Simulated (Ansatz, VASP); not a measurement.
# Two plane-wave programs on CaF2

```xyz
3
Lattice="0.0000 2.7196 2.7016 2.7196 0.0000 2.7016 2.7196 2.7196 0.0000" Properties=species:S:1:pos:R:3 pbc="T T T"
Ca    0.0000    0.0000    0.0000
F     1.3598    1.3598    1.3508
F     4.0794    4.0794    4.0525
```

Change from the starting cell: uniaxial_z strain -0.7%.

Alike in both runs: task single point; functional HSE06; k mesh 6 × 6 × 6; no spin polarisation.

```csv
,VASP,Ansatz
version,VASP 6.6.1,Ansatz 0.2.0
potentials or method,"VASP PAW PBE potentials, release 64 (Ca_sv, F)","plane waves, PAW"
plane-wave cutoff (eV),520,420
occupations,"gaussian, width 0.01 eV",fixed
valence electrons in the cell,24,24
```

```csv
,VASP,Ansatz,Ansatz less VASP
gap on the k mesh at the Fermi level (eV),9.43,9.47,+0.031
pressure (GPa),2.4,2.0,-0.49
"traceless stress, the component that is largest in VASP (GPa)",0.54,0.55,+0.005
```

Ansatz's warnings: stress exchange threshold loose, stress scf threshold loose.
